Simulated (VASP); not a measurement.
Wanted: the native input for a VASP 6.6.1 run.

```
Task                   : single point
Functional             : PBE
Potentials or basis    : VASP PAW PBE potentials, release 64 (Li_sv, Be)
Cutoff                 : 750 eV
k mesh                 : 6 × 6 × 6
Occupations            : gaussian, width 0.2 eV
Spin                   : no spin polarisation
Dipole correction      : no
Further INCAR settings : ALGO = Normal; EDIFF = 1e-06; NBANDS = 14
```

The structure of LiBe4 lies in POSCAR:

```
LiBe4
1.0
    1.8263760623      1.0544587125      3.7458978844
   -1.8263760623      1.0544587125      3.7458978844
    0.0000000000     -2.1089174211      3.7458978854
Li Be
1 4
Direct
    0.5000000000      0.5000000000      0.5000000000
    0.9057431099      0.9057431099      0.9057431099
    0.0942568901      0.0942568901      0.0942568901
    0.7013614190      0.7013614190      0.7013614190
    0.2986385810      0.2986385810      0.2986385810
```

The cell was generated, and may not be a known phase.

The input as run:

INCAR

```
PREC = Accurate ; ENCUT = 750
EDIFF = 1E-6 ; ISMEAR = 0
SIGMA = 0.2 ; LREAL = F
LASPH = T ; NELM = 120
ALGO = Normal ; ISIF = 2
LWAVE = F ; LCHARG = F
GGA = PE ; NBANDS = 14
GGA_COMPAT = F
```

KPOINTS

```
regular mesh
0
Gamma
  6 6 6
```

Potentials or basis: VASP PAW PBE potentials, release 64 (Li_sv, Be).

Launch:

```console
$ cat potpaw_PBE.64/Li_sv/POTCAR potpaw_PBE.64/Be/POTCAR > POTCAR
$ mpirun -np 1 vasp_std > vasp.out
```

Results of the run:

The pressure is -0.1 GPa. The band gap on the k mesh is zero (an odd number of electrons rules out a gap without spin polarisation).

Wall time 48 s on 1 thread of Intel Xeon 8259CL, with other jobs on the host, peak memory 0.24 GiB.
